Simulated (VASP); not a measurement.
Runs of VASP 6.6.1 on Ba4Te3. The structure is that of space group Pm-3m (No. 221), or close to it. The cells are those of the table. The cell was generated, and may not be a known phase.

| task | cell | k mesh | cutoff (eV) | gap on the mesh (eV) | pressure (GPa) |
| --- | --- | --- | --- | --- | --- |
| single point | a = 7.009 Å, 7 atoms | 4 × 4 × 4 | 520 | none | (a) |
| single point | a = 7.009 Å, 7 atoms | 6 × 6 × 6 | 520 | none | 0.3 |
| relaxation of cell and atoms | relaxed from a = 6.247 Å, 7 atoms | 4 × 4 × 4 | 600 | - | 0.0 |
| single point | a = 6.247 Å, 7 atoms | 4 × 4 × 4 | 520 | none | 13.2 |

Alike in all rows: level PBE; potentials or basis VASP PAW PBE potentials, release 64 (Ba_sv, Te); no spin polarisation; smearing gaussian 0.1 eV.

Question: Fill in the values left out.

Answer: (a) 0.4.

Caveats: spin-orbit coupling is left out, which moves the levels of the heavy elements; the highest band is partly filled, so the run has too few bands (at least some runs); the cell stands under pressure (at least some runs).

A k mesh can miss the band edges, and the runs leave out spin-orbit coupling on Ba, Te.

A gap of «none» marks levels without a gap at the run's occupations.
